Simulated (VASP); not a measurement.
HfN, 2 atoms in the cell. The structure is cubic, space group Fm-3m (No. 225). The conventional cell has a = 4.512 Å, b = 4.512 Å, c = 4.512 Å, α = 90.00°, β = 90.00°, γ = 90.00°. Hf (site symmetry m-3m) has 6 N at 2.26 Å within 3.0 Å. N (site symmetry m-3m) has 6 Hf at 2.26 Å within 3.0 Å. 

```yaml
Program: VASP 6.6.1
Task: single point
Functional: PBE
Potentials_or_basis: VASP PAW PBE potentials, release 64 (Hf_pv, N)
Cutoff: 600 eV
k_mesh: 11 × 11 × 11
Occupations: gaussian, width 0.02 eV
Spin: no spin polarisation
Dipole_correction: no
Further_INCAR_settings: ALGO = Normal; EDIFF = 1e-06; NBANDS = 14
```

Potentials or basis: VASP PAW PBE potentials, release 64 (Hf_pv, N).

Launch:

```sh
$ cat potpaw_PBE.64/Hf_pv/POTCAR potpaw_PBE.64/N/POTCAR > POTCAR
$ mpirun -np 1 vasp_std > vasp.out
```

Hardware: 1 thread of Intel(R) Xeon(R) 6975P-C (Granite Rapids), with other jobs on the host.

Question: How long does it take, and how much memory?

Answer: It took 13 s on 1 thread of Intel(R) Xeon(R) 6975P-C (Granite Rapids) (shared host), peak memory 0.17 GiB. Counts: scf iterations 13, k points 56.
